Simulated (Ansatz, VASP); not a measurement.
**One calculation of C, two programs**

File INCAR:

```
SYSTEM = C
PREC = Accurate
ENCUT = 600
EDIFF = 1E-6
ISMEAR = 0
SIGMA = 0.15
LREAL = .False.
LASPH = .True.
NELM = 120
ALGO = Normal
ISIF = 2
LWAVE = .False.
LCHARG = .False.
GGA = PS
NBANDS = 16
GGA_COMPAT = .False.
```

Contents of KPOINTS:

```
regular mesh
0
Gamma
  18 18 6
  0 0 0
```

POSCAR

```
C
1.0
    1.2294745828     -2.1290849001      0.0000000000
    1.2294745828      2.1290849001      0.0000000000
    0.0000000000      0.0000000000      7.3778161753
C
4
Direct
    0.1433474415      0.8566525585      0.7498448451
    0.5232958645      0.4767041355      0.2501554025
    0.8566525585      0.1433474415      0.2501551549
    0.4767041355      0.5232958645      0.7498445975
```

Input for Ansatz:

```yaml
crystal:
  lattice:
    - [1.2294745828, -2.1290849001, 0.0]
    - [1.2294745828, 2.1290849001, 0.0]
    - [0.0, 0.0, 7.3778161753]
  atoms:
    - { symbol: C, position: [0.1433474415, 0.8566525585, 0.7498448451] }
    - { symbol: C, position: [0.5232958645, 0.4767041355, 0.2501554025] }
    - { symbol: C, position: [0.8566525585, 0.1433474415, 0.2501551549] }
    - { symbol: C, position: [0.4767041355, 0.5232958645, 0.7498445975] }
basis:
  ecutwfc: 520.0
kpoints:
  mp_grid: { grid: [18, 18, 6] }
hamiltonian:
  xc: pbesol
  pseudopotentials: { kind: paw, azcp: { folder: soft_1 } }
scf:
  occupations: { method: gaussian, width: 0.15 }
output:
  forces: true
  stress: true
  eigenvalues: true
```

Change from the starting cell: mode 1 frozen in at -0.256 Å and mode 5 at +0.000 Å (largest displacements).

Alike in both runs: task single point; functional PBEsol; k mesh 18 × 18 × 6; occupations gaussian, width 0.15 eV; no spin polarisation.

|  | VASP | Ansatz |
| --- | --- | --- |
| version | VASP 6.6.1 | Ansatz 0.2.0 |
| potentials or method | VASP PAW PBE potentials, release 64 (C), cutoff 600 eV | scalar-relativistic, plane waves, PAW |
| valence electrons in the cell | 16 | 16 |

|  | VASP | Ansatz | Ansatz less VASP |
| --- | --- | --- | --- |
| gap on the k mesh at the Fermi level (eV) | 0.01 | 0.01 | 0.000 |
| least direct gap on the mesh (eV) | 0.01 | 0.01 | 0.000 |
| pressure (GPa) | 0.3 | 0.0 | -0.29 |
| traceless stress, the component that is largest in VASP (GPa) | -0.65 | -0.07 | +0.575 |

VASP's potentials were made for PBE, not for PBEsol, and Ansatz warns of the same on its side.
